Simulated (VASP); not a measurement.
# H2CClF (P2_1) in VASP: single point with PBE

Aim: the single point of H2CClF with PBE.

Everything below comes from runs of VASP 6.6.1. Logs are shortened: lines on timing, memory, paths and dates and some standing lists are left out, and cuts for length are marked.

## (1) The cell of the first run

It takes space group P2_1 (No. 4, monoclinic). Conventional cell: a = 5.021 Å, b = 4.148 Å, c = 6.768 Å, α = 90.00°, β = 108.21°, γ = 90.00°. H (site symmetry 1) has 1 C at 1.09 Å within 1.5 Å. H (site symmetry 1) has 1 C at 1.09 Å within 1.5 Å. Within 1.5 Å of C (site symmetry 1) lie 2 H at 1.09 Å and 1 F at 1.38 Å. Cl (site symmetry 1) has 1 C at 1.79 Å and 2 H at 2.36 Å within 2.4 Å. Within 1.8 Å of F (site symmetry 1) lie 1 C at 1.38 Å.

## (2) Single point, PBE

The input, INCAR:

```
ALGO = Normal
EDIFF = 1E-6
ENCUT = 520
GGA = PE
ISIF = 2
ISMEAR = -1
LASPH = T
LCHARG = F
LREAL = F
LWAVE = F
NBANDS = 31
NELM = 80
PREC = Accurate
SIGMA = 0.05
```

The input, KPOINTS:

```
k-points
0
Gamma
  7 8 5
```

The input, POSCAR:

```
H2CClF
1.0
    5.0206000000      0.0000000000      0.0000000000
    0.0000000000      4.1477000000      0.0000000000
   -2.1143188253      0.0000000000      6.4288463713
H C Cl F
4 2 2 2
Direct
    0.2853525811      0.3914279721      0.1553445371
    0.7146474189      0.8914279721      0.8446554629
    0.5708504116      0.1079542019      0.2708697852
    0.4291495884      0.6079542019      0.7291302148
    0.3461262083      0.1407604901      0.1942615862
    0.6538737917      0.6407604901      0.8057384138
    0.1665084209      0.0025096200      0.3683370235
    0.8334915791      0.5025096200      0.6316629765
    0.2645527626      0.9578477158      0.0150006437
    0.7354472374      0.4578477158      0.9849993563
```

Potentials or basis: VASP PAW PBE potentials, release 64 (H, C, Cl, F).

Launch:

```
$ cat potpaw_PBE.64/H/POTCAR potpaw_PBE.64/C/POTCAR potpaw_PBE.64/Cl/POTCAR potpaw_PBE.64/F/POTCAR > POTCAR
$ mpirun -np 1 vasp_std > vasp.out
```

OUTCAR:

```text
EDIFF = 1E-6
   ENCUT = 520
   GGA = PE
   ISIF = 2
   ISMEAR = -1
   LASPH = T
   LREAL = F
   NELM = 80
   PREC = Accurate

 ion  position               nearest neighbor table
   1  0.285  0.391  0.155-   5 1.09
   2  0.715  0.891  0.845-   6 1.09
   3  0.571  0.108  0.271-   5 1.09
   4  0.429  0.608  0.729-   6 1.09
   5  0.346  0.141  0.194-   1 1.09   3 1.09   9 1.38   7 1.79
   6  0.654  0.641  0.806-   2 1.09   4 1.09  10 1.38   8 1.79
   7  0.167  0.003  0.368-   5 1.79
   8  0.833  0.503  0.632-   6 1.79
   9  0.265  0.958  0.015-   5 1.38
  10  0.735  0.458  0.985-   6 1.38

  LATTYP: Found a simple monoclinic cell.
 ALAT       =     5.0206000000
 B/A-ratio  =     0.8261363184
 C/A-ratio  =     1.3479663785
 COS(beta)  =    -0.3124178180

  Lattice vectors:

 A1 = (   5.0206000000,   0.0000000000,   0.0000000000)
 A2 = (   0.0000000000,   4.1477000000,   0.0000000000)
 A3 = (  -2.1143188253,   0.0000000000,   6.4288463713)

Analysis of symmetry for initial positions (statically):
=====================================================================
 Subroutine PRICEL returns:
 Original cell was already a primitive cell.

 Routine SETGRP: Setting up the symmetry group for a
 simple monoclinic supercell.

 Subroutine GETGRP returns: Found  2 space group operations
 (whereof  1 operations were pure point group operations)
 out of a pool of  4 trial point group operations.

The static configuration has the point symmetry C_1 .
 The point group associated with its full space group is C_2 .

Analysis of symmetry for dynamics (positions and initial velocities):
=====================================================================
 Subroutine PRICEL returns:
 Original cell was already a primitive cell.

 Routine SETGRP: Setting up the symmetry group for a
 simple monoclinic supercell.

 Subroutine GETGRP returns: Found  2 space group operations
 (whereof  1 operations were pure point group operations)
 out of a pool of  4 trial point group operations.

The dynamic configuration has the point symmetry C_1 .
 The point group associated with its full space group is C_2 .

 Subroutine INISYM returns: Found  2 space group operations
 (whereof  1 operations are pure point group operations),
 and found     1 'primitive' translations

----------------------------------------------------------------------------------------

                                     Primitive cell

  volume of cell :     133.8739

  direct lattice vectors                    reciprocal lattice vectors
     5.020600000  0.000000000  0.000000000     0.199179381  0.000000000  0.065506110
     0.000000000  4.147700000  0.000000000     0.000000000  0.241097476  0.000000000
    -2.114318825  0.000000000  6.428846371     0.000000000  0.000000000  0.155548903

  length of vectors
     5.020600000  4.147700000  6.767600000     0.209674691  0.241097476  0.155548903

  position of ions in fractional coordinates (direct lattice)
     0.285352581  0.391427972  0.155344537
     0.714647419  0.891427972  0.844655463
     0.570850412  0.107954202  0.270869785
     0.429149588  0.607954202  0.729130215
     0.346126208  0.140760490  0.194261586
     0.653873792  0.640760490  0.805738414
     0.166508421  0.002509620  0.368337023
     0.833491579  0.502509620  0.631662977
     0.264552763  0.957847716  0.015000644
     0.735447237  0.457847716  0.984999356

  ion indices of the primitive-cell ions
   primitive index   ion index
                 1           1
                 2           2
                 3           3
                 4           4
                 5           5
                 6           6
                 7           7
                 8           8
                 9           9
                10          10

----------------------------------------------------------------------------------------

 KPOINTS: k-points

Automatic generation of k-mesh.
 Grid dimensions read from file:
 generate k-points for:    7    8    5

 Generating k-lattice:

  Cartesian coordinates                     Fractional coordinates (reciprocal lattice)
     0.028454197  0.000000000  0.009358016     0.142857143  0.000000000  0.000000000
     0.000000000  0.030137184  0.000000000     0.000000000  0.125000000  0.000000000
     0.000000000  0.000000000  0.031109781     0.000000000  0.000000000  0.200000000

  Length of vectors
     0.029953527  0.030137184  0.031109781

  Shift w.r.t. Gamma in fractional coordinates (k-lattice)
     0.000000000  0.000000000  0.000000000

 Subroutine IBZKPT returns following result:
 ===========================================

 Found     90 irreducible k-points:

 Following reciprocal coordinates:
            Coordinates               Weight
  0.000000  0.000000  0.000000      1.000000
  0.142857  0.000000 -0.000000      2.000000
  0.285714  0.000000 -0.000000      2.000000
  0.428571  0.000000  0.000000      2.000000
  0.000000  0.125000  0.000000      2.000000
  0.142857  0.125000 -0.000000      4.000000
[... 16 lines left out ...]
  0.285714  0.000000  0.200000      2.000000
  0.428571  0.000000  0.200000      2.000000
 [... further k-points ...]
   k-points           NKPTS =     90   k-points in BZ     NKDIM =     90   number of bands    NBANDS=     31
   number of dos      NEDOS =    301   number of ions     NIONS =     10
   total plane-waves  NPLWV =  64000
   dimension x,y,z NGX =    40 NGY =   32 NGZ =   50
   dimension x,y,z NGXF=    80 NGYF=   64 NGZF=  100
   ions per type =               4   2   2   2
   NGX,Y,Z   is equivalent  to a cutoff of  13.25, 12.83, 12.28 a.u.
   NGXF,Y,Z  is equivalent  to a cutoff of  26.49, 25.65, 24.56 a.u.
 SYSTEM =  unknown system
   PREC   = accura    normal or accurate (medium, high low for compatibility)
   ISTART =      0    job   : 0-new  1-cont  2-samecut
   ICHARG =      2    charge: 1-file 2-atom 10-const
   ISPIN  =      1    spin polarized calculation?
   LNONCOLLINEAR =      F non collinear calculations
   LSORBIT =      F    spin-orbit coupling
   LASPH  =      T    aspherical Exc in radial PAW
   ENCUT  =  520.0 eV  38.22 Ry    6.18 a.u.   9.33  7.71 12.58*2*pi/ulx,y,z
   NELM   =     80;   NELMIN=  2; NELMDL= -5     # of ELM steps
   EDIFF  = 0.1E-05   stopping-criterion for ELM
   LREAL  =      F    real-space projection
   EDIFFG = 0.1E-04   stopping-criterion for IOM
   NSW    =      0    number of steps for IOM
   IBRION =     -1    ionic relax: 0-MD 1-quasi-New 2-CG
   NFREE  =      0    steps in history (QN), initial steepest desc. (CG)
   ISIF   =      2    stress and relaxation
   ISYM   =      2    0-nonsym 1-usesym 2-fastsym
   POTIM  = 0.5000    time-step for ionic-motion
   TEBEG  =    0.0;   TEEND  =   0.0 temperature during run
   PSTRESS=    0.0 pullay stress
   NELECT =      40.0000    total number of electrons
   NUPDOWN=      -1.0000    fix difference up-down
   EMIN   =  10.00;   EMAX   =-10.00  energy-range for DOS
   EFERMI =   0.00;   METHOD = LEGACY
   ISMEAR =    -1;   SIGMA  =   0.05  broadening in eV -4-tet -1-fermi 0-gaus
   EFERMI_NEDOS =   21; number of points for ismear=-14 and -15
   IALGO  =     38    algorithm
   IMIX   =      4    mixing-type and parameters
     AMIX     =   0.40;   BMIX     =  1.00
     AMIX_MAG =   1.60;   BMIX_MAG =  1.00
  volume/ion in A,a.u.               =      13.39        90.34
  Fermi-wavevector in a.u.,A,eV,Ry     =   1.094451  2.068212 16.297359  1.197822
  Thomas-Fermi vector in A             =   2.230756
   LORBIT       =      0    0 simple, 1 ext, 2 COOP (PROOUT), +10 PAW based schemes
   GGA     = PE    functional components
   LHFCALC =     F    Hartree Fock is set to
   AEXX    =    0.0000 exact exchange contribution
   IVDW    =     0    specifies the selected vdW correction
   LEPSILON=     F    determine dielectric tensor
   LRPA    =     F    only Hartree local field effects (RPA)
 non-spin polarized calculation
  energy-cutoff  :      520.00
  volume of cell :      133.87
 maximum number of plane-waves:      3622
 NGX is ok and might be reduce to    40
   NGX = 19   NGY = 15   NGZ = 25

 number of electron      39.9999990 magnetization

 Free energy of the ion-electron system (eV)
  ---------------------------------------------------
  ext. energy  EPLUGINS =         0.00000000
  ---------------------------------------------------
  free energy    TOTEN  =       -45.30218018 eV

  energy without entropy =      -45.30218018  energy(sigma->0) =      -45.30218018

 E-fermi :  -0.6846     XC(G=0):  -7.7894

 val. band max:       -1.8685163015   @ k =   0.4286   0.5000   0.2000
 cond. band min:       4.1957468844   @ k =   0.4286   0.0000   0.0000
 fundamental gap:      6.0642631859
 Fermi energy:        -0.6845881590

 k-point     1 :       0.0000    0.0000    0.0000
  band No.  band energies     occupation
      1     -25.5495      2.00000
      2     -25.4349      2.00000
      3     -16.4600      2.00000
      4     -16.2590      2.00000
      5     -11.6324      2.00000
      6     -11.3651      2.00000
[... 23 lines left out ...]
     30      10.4010      0.00000
     31      10.8378      0.00000

 k-point     2 :       0.1429    0.0000   -0.0000
  band No.  band energies     occupation
      1     -25.5440      2.00000
      2     -25.4405      2.00000
      3     -16.4462      2.00000
      4     -16.2624      2.00000
      5     -11.6685      2.00000
      6     -11.3670      2.00000
[... 23 lines left out ...]
     30      10.2277      0.00000
     31      10.4971      0.00000

 k-point     3 :       0.2857    0.0000   -0.0000
  band No.  band energies     occupation
      1     -25.5285      2.00000
      2     -25.4557      2.00000
      3     -16.4100      2.00000
      4     -16.2752      2.00000
      5     -11.7436      2.00000
      6     -11.3766      2.00000
[... 703 lines left out ...]
     30       9.6279      0.00000
     31      10.3003      0.00000

 k-point    24 :       0.4286    0.0000    0.2000
  band No.  band energies     occupation
      1     -25.5075      2.00000
      2     -25.4766      2.00000
      3     -16.3803      2.00000
      4     -16.2883      2.00000
      5     -11.7472      2.00000
      6     -11.4393      2.00000
[... 23 lines left out ...]
     30       9.5006      0.00000
     31       9.9731      0.00000

 [... further k-points ...]
[... 5 lines left out ...]
  --------------------------------------------------------------------------------------
  -------------------------------------------------------------------------------------
  Total        0.6872693      1.2012942      1.5499840      0.0000000      0.0000000      0.1939259
  in kB        8.2251068     14.3768570     18.5499088      0.0000000      0.0000000      2.3208675
  external PRESSURE =      13.7172909 kB  Pullay stress =       0.0000000 kB

 VOLUME and BASIS-vectors are now :
 -----------------------------------------------------------------------------
  energy-cutoff  :      520.00
  volume of cell :      133.87
      direct lattice vectors                 reciprocal lattice vectors
     5.020600000  0.000000000  0.000000000     0.199179381  0.000000000  0.065506110
     0.000000000  4.147700000  0.000000000     0.000000000  0.241097476  0.000000000
    -2.114318825  0.000000000  6.428846371     0.000000000  0.000000000  0.155548903

 POSITION                                       TOTAL-FORCE (eV/Angst)
 -----------------------------------------------------------------------------------
      1.10419      1.62353      0.99869        -0.001657      0.007838     -0.005440
      1.80209      3.69738      5.43016         0.001657      0.007838      0.005440
      2.29331      0.44776      1.74138         0.007737     -0.002918      0.002021
      0.61297      2.52161      4.68747        -0.007737     -0.002918     -0.002021
      1.32703      0.58383      1.24888        -0.082610      0.164380      0.373521
      1.57925      2.65768      5.17997         0.082610      0.164380     -0.373521
      0.05719      0.01041      2.36798         0.075772      0.033219     -0.062281
      2.84909      2.08426      4.06086        -0.075772      0.033219      0.062281
      1.29650      3.97286      0.09644        -0.005396     -0.202519     -0.310718
      1.60978      1.89901      6.33241         0.005396     -0.202519      0.310718
 -----------------------------------------------------------------------------------
    total drift:                               -0.000001     -0.000911      0.000001

  FREE ENERGIE OF THE ION-ELECTRON SYSTEM (eV)
  ---------------------------------------------------
  free  energy   TOTEN  =       -45.3021801828 eV

  energy  without entropy=      -45.3021801827  energy(sigma->0) =      -45.30218018
```

Run time: 8.5 min. Hardware: 1 thread of Intel Xeon 8259CL, shared host; peak memory 0.46 GiB.

What came out:

```
Free energy            : -45.3022 eV
Pressure               : 1.4 GPa
Largest force          : 0.416 eV/Å
Band gap on the k mesh : 6.06 eV (least direct gap 6.12 eV)
```

Forces in eV/Å, atoms in the order of the input:
```
H   -0.002  0.008 -0.005
H    0.002  0.008  0.005
H    0.008 -0.003  0.002
H   -0.008 -0.003 -0.002
C   -0.083  0.164  0.374
C    0.083  0.164 -0.374
Cl   0.076  0.033 -0.062
Cl  -0.076  0.033  0.062
F   -0.005 -0.203 -0.311
F    0.005 -0.203  0.311
```

Caveat: this functional lacks dispersion, which holds the molecules together, so the pressure and a relaxed volume are unreliable; an odd mesh through Γ misses points on the zone boundary, where band edges can lie.
